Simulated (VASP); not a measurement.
# Mg (P6_3/mmc) in VASP: a series of runs, part 2 of 2

VASP 6.6.1.

**3. Relaxation of cell and atoms, LDA**

This run uses another cell than the first one, of 23.24 Å³/atom, 1.076 times its volume.

File INCAR:

```
SYSTEM = Mg
PREC = Accurate ; ENCUT = 600
EDIFF = 1E-6 ; ISMEAR = -1
SIGMA = 0.1 ; LREAL = .FALSE.
LASPH = .TRUE. ; NELM = 60
ALGO = Normal ; ISIF = 3
LWAVE = .FALSE. ; LCHARG = .FALSE.
IBRION = 2 ; NSW = 80
EDIFFG = -0.01
```

File KPOINTS:

```
Automatic mesh
0
G
  11 11 6
  0 0 0
```

File POSCAR:

```
Mg
1.0
    3.2092715325      0.0000000000      0.0000000000
   -1.6046357662      2.7793106748      0.0000000000
    0.0000000000      0.0000000000      5.2103300000
Mg
2
Direct
    0.3333333333      0.6666666667      0.2500000000
    0.6666666667      0.3333333333      0.7500000000
```

Potentials or basis: VASP PAW LDA potentials, release 64 (Mg).

Launch:

```console
$ cat potpaw_LDA.64/Mg/POTCAR > POTCAR
$ mpirun -np 1 vasp_std > vasp.out
```

OUTCAR:

```text
SYSTEM = Mg
   PREC = Accurate
   ENCUT = 600
   EDIFF = 1E-6
   ISMEAR = -1
   LREAL = .FALSE.
   LASPH = .TRUE.
   NELM = 60
   ISIF = 3
   IBRION = 2
   NSW = 80
   EDIFFG = -0.01

 ion  position               nearest neighbor table
   1  0.333  0.667  0.250-   2 3.20   2 3.20   2 3.20   2 3.20   2 3.20   2 3.20
   2  0.667  0.333  0.750-   1 3.20   1 3.20   1 3.20   1 3.20   1 3.20   1 3.20

  LATTYP: Found a hexagonal cell.
 ALAT       =     3.2092715325
 C/A-ratio  =     1.6235242008

  Lattice vectors:

 A1 = (   3.2092715325,   0.0000000000,   0.0000000000)
 A2 = (  -1.6046357662,   2.7793106748,   0.0000000000)
 A3 = (   0.0000000000,   0.0000000000,   5.2103300000)

Analysis of symmetry for initial positions (statically):
=====================================================================
 Subroutine PRICEL returns:
 Original cell was already a primitive cell.

 Routine SETGRP: Setting up the symmetry group for a
 hexagonal supercell.

 Subroutine GETGRP returns: Found 24 space group operations
 (whereof 12 operations were pure point group operations)
 out of a pool of 24 trial point group operations.

The static configuration has the point symmetry D_3d.
[... 169 lines left out ...]
  Direction    XX          YY          ZZ          XY          YZ          ZX
  --------------------------------------------------------------------------------------
  -------------------------------------------------------------------------------------
  Total       -0.8228858     -0.8228858     -0.8146643     -0.0000000      0.0000000      0.0000000
  in kB      -28.3688266    -28.3688266    -28.0853903     -0.0000000      0.0000000      0.0000000
  external PRESSURE =     -28.2743478 kB  Pullay stress =       0.0000000 kB
[... 59 lines left out ...]
--------------------------------------- Ionic step        3  -------------------------------------------

 number of electron       4.0000000 magnetization

 Free energy of the ion-electron system (eV)
  ---------------------------------------------------
  ext. energy  EPLUGINS =         0.00000000
  ---------------------------------------------------
  free energy    TOTEN  =        -3.64714305 eV

  energy without entropy =       -3.62986191  energy(sigma->0) =       -3.63850248

 E-fermi :   2.8280     XC(G=0):  -8.9018

 val. band max:        2.6856321400   @ k =   0.3636   0.2727   0.5000
 cond. band min:       2.9165472991   @ k =   0.1818   0.1818   0.0000
 fundamental gap:      0.2309151592
 Fermi energy:         2.8279967623

 k-point     1 :       0.0000    0.0000    0.0000
  band No.  band energies     occupation
      1      -4.3848      2.00000
      2       1.0665      2.00000
      3       1.5580      1.99999
      4      14.1278      0.00000
      5      14.1279      0.00000
      6      14.3131      0.00000
[... 199 lines left out ...]
 k-point    24 :       0.1818    0.0909    0.1667
  band No.  band energies     occupation
      1      -3.0409      2.00000
      2       0.7160      2.00000
      3       4.3614      0.00000
      4       7.6718      0.00000
      5       9.2990      0.00000
      6      11.2124      0.00000

 [... further k-points ...]
[... 5 lines left out ...]
  --------------------------------------------------------------------------------------
  -------------------------------------------------------------------------------------
  Total       -0.0046063     -0.0046063     -0.0154655     -0.0000000      0.0000000      0.0000000
  in kB       -0.1720719     -0.1720719     -0.5777205     -0.0000000      0.0000000      0.0000000
  external PRESSURE =      -0.3072881 kB  Pullay stress =       0.0000000 kB
[... 17 lines left out ...]
  FREE ENERGIE OF THE ION-ELECTRON SYSTEM (eV)
  ---------------------------------------------------
  free  energy   TOTEN  =        -3.6471430513 eV

  energy  without entropy=       -3.6298619083  energy(sigma->0) =       -3.63850248

 reached required accuracy - stopping structural energy minimisation
```

CONTCAR:

```text
Mg
   1.00000000000000
     3.1242770255029226   -0.0000000000015291    0.0000000000000000
    -1.5621385127041099    2.7057032725581460    0.0000000000000000
     0.0000000000000000    0.0000000000000000    5.0737180420962291
  Mg
     2
Direct
     0.3333333332999970    0.6666666667000030    0.2500000000000000
     0.6666666667000030    0.3333333332999970    0.7500000000000000

  0.00000000E+00  0.00000000E+00  0.00000000E+00
  0.00000000E+00  0.00000000E+00  0.00000000E+00
```

It took 12 s on 1 thread of Intel Xeon 6975P-C (Granite Rapids), shared host; peak memory 0.17 GiB.

What came out:

```
Free energy                            : -3.6471 eV
Relaxed volume                         : 21.44 Å³/atom
Relaxed cell                           : a = 3.124 Å, b = 3.124 Å, c = 5.074 Å, α = 90.00°, β = 90.00°, γ = 120.00°
Space group after relaxing (to 0.05 Å) : P6_3/mmc (No. 194)
Energy gained by relaxing              : 17.1 meV/atom
Ionic steps                            : 3
Pressure after relaxing                : 0.0 GPa
Band gap on the k mesh                 : zero (band 2 reaches 3.72 eV, above the bottom of band 3 at 1.56 eV)
```

The path:
```tsv
step	energy change (eV)	largest force (eV/Å)	pressure (GPa)	volume (Å³)
1	0.0000	0.0000	-2.83	46.47
2	-0.0318	0.0000	-0.83	43.77
3	-0.0342	0.0000	-0.03	42.89
```

Final structure:
```xyz
2
Lattice="3.1243 0.0000 0.0000 -1.5621 2.7057 0.0000 0.0000 0.0000 5.0737" Properties=species:S:1:pos:R:3 pbc="T T T"
Mg    0.0000    1.8038    1.2684
Mg    1.5621    0.9019    3.8053
```

Levels at points of the mesh, in eV from the Fermi level:
```
           k point  band 1  band 2  band 3  band 4  band 5  band 6
(0.00, 0.00, 0.00)   -7.21   -1.76   -1.27   11.30   11.30   11.49
(0.00, 0.00, 0.50)   -5.76   -5.76    5.22    5.22   12.05   12.05
```

LDA usually gives volumes a few per cent too small. Zero-point motion and thermal expansion aren't in these numbers.

**4. Single point, LDA (volume scaled by 0.88)**

File INCAR:

```
ALGO     = Normal         # electronic algorithm
EDIFF    = 1E-6           # SCF threshold, eV
ENCUT    = 520            # plane-wave cutoff, eV
ISIF     = 2              # what is computed and relaxed
ISMEAR   = -1             # smearing method
LASPH    = True           # aspherical terms in the spheres
LCHARG   = False          # write CHGCAR
LREAL    = False          # projectors in reciprocal space
LWAVE    = False          # write WAVECAR
NBANDS   = 9              # bands
NELM     = 60             # most SCF steps
PREC     = Accurate       # precision mode
SIGMA    = 0.1            # smearing width, eV
```

File KPOINTS:

```
k-points
0
Gamma
  19 19 10
```

File POSCAR:

```
Mg
1.0
    3.0018253952      0.0000000000      0.0000000000
   -1.5009126976      2.5996570500      0.0000000000
    0.0000000000      0.0000000000      4.8727724427
Mg
2
Direct
    0.3333333333      0.6666666667      0.2500000000
    0.6666666667      0.3333333333      0.7500000000
```

Launch:

```console
$ cat potpaw_LDA.64/Mg/POTCAR > POTCAR
$ mpirun -np 1 vasp_std > vasp.out
```

Run time: 16 s. Hardware: 1 thread of Intel Xeon 6975P-C (Granite Rapids), shared host; peak memory 0.19 GiB.

The run converged. Its results:

```
Free energy            : -3.5448 eV
Pressure               : 6.3 GPa
Band gap on the k mesh : zero (band 2 reaches 4.51 eV, above the bottom of band 3 at 2.26 eV)
```

Stress tensor (GPa, compression positive):
```
6.38 0.00 0.00
0.00 6.38 0.00
0.00 0.00 6.19
```

Levels at points of the mesh, in eV from the Fermi level:
| k point | band 1 | band 2 | band 3 | band 4 | band 5 |
| --- | --- | --- | --- | --- | --- |
| (0.00, 0.00, 0.00) | -7.76 | -1.96 | -1.26 | 12.02 | 12.02 |
| (0.00, 0.00, 0.50) | -6.19 | -6.19 | 5.60 | 5.60 | 12.78 |

Caveat: the cell differs from its parent crystal (volume scaled by 0.88).

**5. Overview**

```csv
task,cell,k mesh,cutoff (eV),gap on the mesh (eV),pressure (GPa)
single point,"a = 3.133, b = 3.133, c = 5.085 Å, angles 90.0, 90.0, 120.0°, 2 atoms",11 × 11 × 6,520,none,-0.3
relaxation of cell and atoms,"relaxed from a = 3.209, b = 3.209, c = 5.210 Å, angles 90.0, 90.0, 120.0°, 2 atoms",11 × 11 × 6,600,none,0.0
single point,"a = 3.002, b = 3.002, c = 4.873 Å, angles 90.0, 90.0, 120.0°, 2 atoms",19 × 19 × 10,520,none,6.3
```

Alike in all rows: level LDA; potentials or basis VASP PAW LDA potentials, release 64 (Mg); no spin polarisation; smearing fermi-dirac 0.1 eV.

Total energies depend on the potentials used, so only differences within one code and one set of settings carry meaning.
